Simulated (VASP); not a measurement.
**Sb: single point with LDA**

Crystal: Sb.

```
CELL_PARAMETERS angstrom
0.00000 2.32284 2.32284
2.32284 0.00000 2.32284
2.32284 2.32284 0.00000
ATOMIC_POSITIONS crystal
Sb 0.00000 0.00000 0.00000
```

This cell differs from its parent crystal: volume scaled by 0.94.

| Quantity | Value |
| --- | --- |
| Program | VASP 6.6.1 |
| Task | single point |
| Functional | LDA |
| Potentials or basis | VASP PAW LDA potentials, release 64 (Sb) |
| Cutoff | 520 eV |
| k mesh | 10 × 10 × 10 |
| Occupations | fermi-dirac, width 0.05 eV |
| Spin | no spin polarisation |
| Dipole correction | no |
| Further INCAR settings | ALGO = Normal; EDIFF = 1e-06; NBANDS = 8 |

- Pressure: 1.8 GPa

Levels at points of the mesh, in eV from the Fermi level:
```
           k point  band 1  band 2  band 3  band 4  band 5
(0.00, 0.00, 0.00)  -13.49    5.80    5.80    5.80   10.02
(0.50, 0.00, 0.00)   -9.36   -6.22    3.95    3.95    8.60
(0.50, 0.50, 0.00)   -7.54   -5.26    0.40    0.40    4.29
```

It took 15 s on 1 thread of AMD EPYC 7R13, on a shared host, peak memory 0.1 GiB.

Caveat: spin-orbit coupling is left out, which moves the levels of the heavy elements.
